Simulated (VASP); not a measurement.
Input of a VASP 6.6.1 run:

File INCAR:

```
SYSTEM = Au
ALGO = Normal
EDIFF = 1E-6
ENCUT = 520
GGA = PE
ISIF = 2
ISMEAR = -1
IVDW = 12
LASPH = .TRUE.
LCHARG = .FALSE.
LREAL = .FALSE.
LWAVE = .FALSE.
NBANDS = 12
NELM = 60
PREC = Accurate
SIGMA = 0.05
```

Contents of KPOINTS:

```
k-points
0
G
  10 10 10
  0 0 0
```

Contents of POSCAR:

```
Au
1.0
    2.7138434343      0.0000000000      0.0000000000
    0.0000000000      2.7138434343      0.0000000000
    0.0000000000      0.0000000000      2.7138434343
Au
1
Direct
    0.5000000000      0.5000000000      0.5000000000
```

Potentials or basis: VASP PAW PBE potentials, release 64 (Au).

Run with:

```bash
$ cat potpaw_PBE.64/Au/POTCAR > POTCAR
$ mpirun -np 1 vasp_std > vasp.out
```

(1) What does it give for the pressure?

(2) Estimate the dispersion energy per atom.

## Answers

(1) -0.2 GPa.

(2) -0.572 eV.

Caveat: pairwise dispersion overbinds metals, which lowers pressure and volume.
